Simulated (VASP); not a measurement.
Input of a VASP 6.6.1 run:

POSCAR

```
LiF
1.0
    0.0000000000      1.9948691814      1.9948691814
    1.9948691814      0.0000000000      1.9948691814
    1.9948691814      1.9948691814      0.0000000000
Li F
1 1
Direct
    0.0000000000      0.0000000000      0.0000000000
    0.5000000000      0.5000000000      0.5000000000
```

The input INCAR.step1:

```
  PREC = Accurate
  ENCUT = 520
  EDIFF = 1E-5
  ISMEAR = 0
  SIGMA = 0.01
  LREAL = F
  LASPH = T
  NELM = 100
  ALGO = Normal
  ISIF = 2
  LWAVE = T
  LCHARG = F
  NBANDS = 12
  GGA = PE
```

The input INCAR.step2:

```
  PREC = Accurate
  ENCUT = 520
  EDIFF = 1E-6
  ISMEAR = 0
  SIGMA = 0.01
  LREAL = F
  LASPH = T
  NELM = 100
  ALGO = Normal
  ISIF = 2
  LWAVE = F
  LCHARG = F
  GGA = PE
  LHFCALC = T
  HFSCREEN = 0.2079
  PRECFOCK = Normal
  NBANDS = 12
  ISTART = 1
```

The input KPOINTS:

```
regular mesh
0
Gamma
  6 6 6
```

Potentials or basis: VASP PAW PBE potentials, release 64 (Li_sv, F).

The run is started by

```console
$ cat potpaw_PBE.64/Li_sv/POTCAR potpaw_PBE.64/F/POTCAR > POTCAR
$ cp INCAR.step1 INCAR
$ mpirun -np 1 vasp_std > vasp.out
$ cp INCAR.step2 INCAR
$ mpirun -np 1 vasp_std > vasp.out
```

(1) Predict the band gap on the k mesh.

## Answers

(1) 11.67 eV.

Caveat: the k points lie up to 0.45 Å⁻¹ apart.
